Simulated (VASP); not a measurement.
Sn, 1 atom in the cell. It takes space group Immm (No. 71, orthorhombic). Conventional cell: a = 3.164 Å, b = 3.254 Å, c = 5.571 Å, α = 90.00°, β = 90.00°, γ = 90.00°. Sn (site symmetry mmm) has 12 Sn at 3.16 to 3.59 Å within 4.2 Å.  This cell differs from its parent crystal: ratio of the length along z to the lengths across it x 1.3, volume and fractional coordinates fixed.

```yaml
Program: VASP 6.6.1
Task: single point
Functional: LDA
Potentials_or_basis: VASP PAW LDA potentials, release 64 (Sn_d)
Cutoff: 520 eV
k_mesh: 22 × 22 × 22
Occupations: gaussian, width 0.15 eV
Spin: no spin polarisation
Dipole_correction: no
Further_INCAR_settings: ALGO = Fast; EDIFF = 1e-06; NBANDS = 13
```

Potentials or basis: VASP PAW LDA potentials, release 64 (Sn_d).

Command:

```console
$ cat potpaw_LDA.64/Sn_d/POTCAR > POTCAR
$ mpirun -np 1 vasp_std > vasp.out
```

Hardware: 1 thread of Intel(R) Xeon(R) 6975P-C (Granite Rapids), on a shared host.

Problem. How long does it take, and how much memory?

Solution. It took 4.1 min on 1 thread of Intel(R) Xeon(R) 6975P-C (Granite Rapids), on a shared host, peak memory 0.58 GiB. Counts: scf iterations 12, k points 1530.
